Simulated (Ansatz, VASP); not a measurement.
## Two plane-wave programs on K2S

Contents of INCAR:

```
PREC     = Accurate       # precision mode
ENCUT    = 500            # plane-wave cutoff, eV
EDIFF    = 1E-6           # SCF threshold, eV
ISMEAR   = 0              # smearing method
SIGMA    = 0.05           # smearing width, eV
LREAL    = False          # projectors in reciprocal space
LASPH    = True           # aspherical terms in the spheres
NELM     = 120            # most SCF steps
ALGO     = Normal         # electronic algorithm
ISIF     = 2              # what is computed and relaxed
LWAVE    = False          # write WAVECAR
LCHARG   = True           # write CHGCAR
GGA      = RE             # functional
LELF     = True           # ELF
LVHAR    = True         
NBANDS   = 19             # bands
GGA_COMPAT= False
```

Contents of KPOINTS:

```
Automatic mesh
0
Gamma
  6 6 6
```

File POSCAR:

```
K2S
1.0
    0.0000000000      3.8490173434      3.8490173434
    3.8490173434      0.0000000000      3.8490173434
    3.8490173434      3.8490173434      0.0000000000
K S
2 1
Direct
    0.2500000000      0.2500000000      0.2500000000
    0.7500000000      0.7500000000      0.7500000000
    0.0000000000      0.0000000000      0.0000000000
```

Input for Ansatz:

```yaml
crystal:
  lattice:
    - [0.0, 3.8490173434, 3.8490173434]
    - [3.8490173434, 0.0, 3.8490173434]
    - [3.8490173434, 3.8490173434, 0.0]
  atoms:
    - { symbol: K, position: [0.25, 0.25, 0.25] }
    - { symbol: K, position: [0.75, 0.75, 0.75] }
    - { symbol: S, position: [0.0, 0.0, 0.0] }
basis:
  ecutwfc: 420
  ecutrho_ratio: 4
kpoints:
  mp_grid: { grid: [6, 6, 6] }
hamiltonian:
  xc: revpbe
scf:
  occupations: { method: gaussian, width: 0.05 }
output:
  forces: true
  stress: true
  eigenvalues: true
```

Alike in both runs: task single point; functional revPBE; k mesh 6 × 6 × 6; occupations gaussian, width 0.05 eV; no spin polarisation.

|  | VASP | Ansatz |
| --- | --- | --- |
| version | VASP 6.6.1 | Ansatz 0.2.0 |
| potentials or method | VASP PAW PBE potentials, release 64 (K_sv, S), cutoff 500 eV | scalar-relativistic, plane waves, PAW |
| valence electrons in the cell | 24 | 24 |

```tsv
	VASP	Ansatz	Ansatz less VASP
gap on the k mesh at the Fermi level (eV)	2.31	2.31	0.000
least direct gap on the mesh (eV)	2.42	2.42	+0.001
pressure (GPa)	-0.6	-0.6	-0.01
```

VASP's potentials were made for PBE, not for revPBE. With one functional, cell and mesh, what is left measures potentials, basis and numerics.
